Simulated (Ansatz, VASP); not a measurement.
## TiRh in VASP and in Ansatz

```
Ti Rh
1.0
     3.04776    0.00000    0.00000
     0.00000    3.04776    0.00000
     0.00000    0.00000    3.35000
Ti Rh
1 1
Direct
  0.50000 0.50000 0.50000
  0.00000 0.00000 0.00000
```

Change from the starting cell: equal xx and yy strain of +2 %, crystal datasets.

Alike in both runs: task electric field gradients; functional PBEsol; k mesh 11 × 11 × 10; occupations fermi-dirac, width 0.05 eV; no spin polarisation.

|  | VASP | Ansatz |
| --- | --- | --- |
| version | VASP 6.6.1 | Ansatz 0.2.0 |
| potentials or method | VASP PAW PBE potentials, release 64 (Ti_sv, Rh_pv), cutoff 520 eV | all-electron PAW with datasets made for the crystal, scalar-relativistic |

Ansatz gave:

* pressure (GPa): -13.1
* traceless stress, the component that is largest in VASP (GPa): 2.61
* size of Vzz on the site where it differs most (V/Å²): 4.9

Problem. Estimate VASP's values.

Solution. Pressure (GPa): -13.1; traceless stress, the component that is largest in VASP (GPa): 2.60; size of Vzz on the site where it differs most (V/Å²): 11.7.

VASP's potentials were made for PBE, not for PBEsol. Ansatz ran all-electron here, and VASP with PAW potentials.
